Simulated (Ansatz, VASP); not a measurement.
# MgBe2SeO2: VASP beside Ansatz

File INCAR:

```
SYSTEM = MgBe2SeO2
PREC     = Accurate       ! precision mode
ENCUT    = 520            ! plane-wave cutoff, eV
EDIFF    = 1E-6           ! SCF threshold, eV
ISMEAR   = 0              ! smearing method
SIGMA    = 0.1            ! smearing width, eV
LREAL    = .FALSE.        ! projectors in reciprocal space
LASPH    = .TRUE.         ! aspherical terms in the spheres
NELM     = 100            ! most SCF steps
ALGO     = Normal         ! electronic algorithm
ISIF     = 2              ! what is computed and relaxed
LWAVE    = .FALSE.        ! write WAVECAR
LCHARG   = .FALSE.        ! write CHGCAR
GGA      = PE             ! functional
NBANDS   = 21             ! bands
```

KPOINTS

```
Automatic mesh
0
G
  6 6 6
  0 0 0
```

File POSCAR:

```
MgBe2SeO2
1.0
   -1.8100427400      1.8100427400      5.2263077800
    1.8100427400     -1.8100427400      5.2263077800
    1.8100427400      1.8100427400     -5.2263077800
Mg Be Se O
1 2 1 2
Direct
    0.0000000000      0.0000000000      0.0000000000
    0.7500000000      0.2500000000      0.5000000000
    0.2500000000      0.7500000000      0.5000000000
    0.5000000000      0.5000000000      0.0000000000
    0.3551050100      0.3551050100      0.0000000000
    0.6448949900      0.6448949900      0.0000000000
```

Input for Ansatz:

```yaml
crystal:
  lattice:
    - [-1.81004274, 1.81004274, 5.22630778]
    - [1.81004274, -1.81004274, 5.22630778]
    - [1.81004274, 1.81004274, -5.22630778]
  atoms:
    - { symbol: Mg, position: [0.0, 0.0, 0.0] }
    - { symbol: Be, position: [0.75, 0.25, 0.5] }
    - { symbol: Be, position: [0.25, 0.75, 0.5] }
    - { symbol: Se, position: [0.5, 0.5, 0.0] }
    - { symbol: O, position: [0.35510501, 0.35510501, 0.0] }
    - { symbol: O, position: [0.64489499, 0.64489499, 0.0] }
basis:
  ecutwfc: 420
kpoints:
  mp_grid: { grid: [6, 6, 6] }
hamiltonian:
  xc: pbe
scf:
  occupations: { method: gaussian, width: 0.1 }
  lower_state_search: "off"
output:
  forces: true
  stress: true
  eigenvalues: true
```

Change from the starting cell: species swapped into the TbNi2B2C type (I4/mmm, No. 139).

Alike in both runs: task single point; functional PBE; k mesh 6 × 6 × 6; occupations gaussian, width 0.1 eV; no spin polarisation.

|  | VASP | Ansatz |
| --- | --- | --- |
| version | VASP 6.6.1 | Ansatz 0.2.0 |
| potentials or method | VASP PAW PBE potentials, release 64 (Mg, Be, Se, O), cutoff 520 eV | scalar-relativistic, plane waves, PAW |
| valence electrons in the cell | 24 | 42 |

VASP gave:

* gap on the k mesh at the Fermi level (eV): none
* rms of the force components (eV/Å): 7.586

Question: Estimate Ansatz's values.

Answer: gap on the k mesh at the Fermi level (eV): none; rms of the force components (eV/Å): 7.432.

Atom by atom the forces differ by 0.154 eV/Å (rms over components). A gap of «none» marks a metal or a gap that the smearing closes. VASP's potentials hold 24 valence electrons a cell and Ansatz's 42, so a difference there can come from the potentials and not from the codes.

The k mesh is coarse, so the values compare programs but aren't converged.
